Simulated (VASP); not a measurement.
BeTe: relaxation of cell and atoms with PBE

BeTe:

```xyz
12
Lattice="-4.0645 4.0645 4.0645 4.0645 -4.0645 4.0645 4.0645 4.0645 -4.0645" Properties=species:S:1:pos:R:3 pbc="T T T"
Be    6.0968    1.0161    0.0000
Be    0.0000    2.0323    3.0484
Be    1.0161    0.0000    6.0968
Be    0.0000    6.0968    1.0161
Be    2.0323    3.0484    0.0000
Be    3.0484    0.0000    2.0323
Te    1.0161    4.0645    2.0323
Te    4.0645   -2.0323    3.0484
Te    3.0484    4.0645   -2.0323
Te    4.0645    2.0323    1.0161
Te   -2.0323    3.0484    4.0645
Te    2.0323    1.0161    4.0645
```

The cell was generated, and may not be a known phase.

```
Program                : VASP 6.6.1
Task                   : relaxation of cell and atoms
Functional             : PBE
Potentials or basis    : VASP PAW PBE potentials, release 64 (Be, Te)
Cutoff                 : 600 eV
k mesh                 : 6 × 6 × 6
Occupations            : gaussian, width 0.02 eV
Spin                   : no spin polarisation
Dipole correction      : no
Further INCAR settings : ALGO = Normal; EDIFF = 1e-06; IBRION = 2; EDIFFG = -0.01; NSW = 100; ISIF = 3
```

* Relaxed volume: 22.42 Å³/atom
* Relaxed cell: a = 7.044 Å, b = 7.044 Å, c = 7.044 Å, α = 109.47°, β = 109.47°, γ = 109.47°
* Space group after relaxing (to 0.1 Å): I-43d (No. 220)
* Energy gained by relaxing: 0.0 meV/atom
* Ionic steps: 2
* Pressure after relaxing: 0.0 GPa
* Band gap on the k mesh: 1.70 eV

Step by step:
```tsv
step	energy change (eV)	largest force (eV/Å)	pressure (GPa)	volume (Å³)
1	0.0000	0.0000	0.09	268.59
2	-0.0001	0.0000	-0.01	269.09
```

Final structure:
```
CELL_PARAMETERS angstrom
-4.06707 4.06707 4.06707
4.06707 -4.06707 4.06707
4.06707 4.06707 -4.06707
ATOMIC_POSITIONS crystal
Be 0.12500 0.75000 0.87500
Be 0.62500 0.37500 0.25000
Be 0.75000 0.87500 0.12500
Be 0.87500 0.12500 0.75000
Be 0.37500 0.25000 0.62500
Be 0.25000 0.62500 0.37500
Te 0.75000 0.37500 0.62500
Te 0.12500 0.87500 0.25000
Te 0.25000 0.12500 0.87500
Te 0.37500 0.62500 0.75000
Te 0.87500 0.25000 0.12500
Te 0.62500 0.75000 0.37500
```

Levels at points of the mesh, in eV from the valence-band top:
```csv
k point,band 21,band 22,band 23,band 24,band 25,band 26,band 27,band 28
"(0.00, 0.00, 0.00)",-0.32,0.00,0.00,0.00,1.70,3.10,3.78,3.78
"(0.50, 0.00, 0.00)",-1.01,-1.01,-0.30,-0.30,2.84,2.84,3.07,3.07
"(0.50, 0.50, 0.50)",-0.96,-0.96,-0.96,-0.96,2.73,2.73,2.73,2.73
```

It took 9.6 min on 1 thread of Intel Xeon 8259CL (shared host), peak memory 0.5 GiB.

Caveat: spin-orbit coupling is left out, which moves the levels of the heavy elements. A k mesh can miss the band edges.
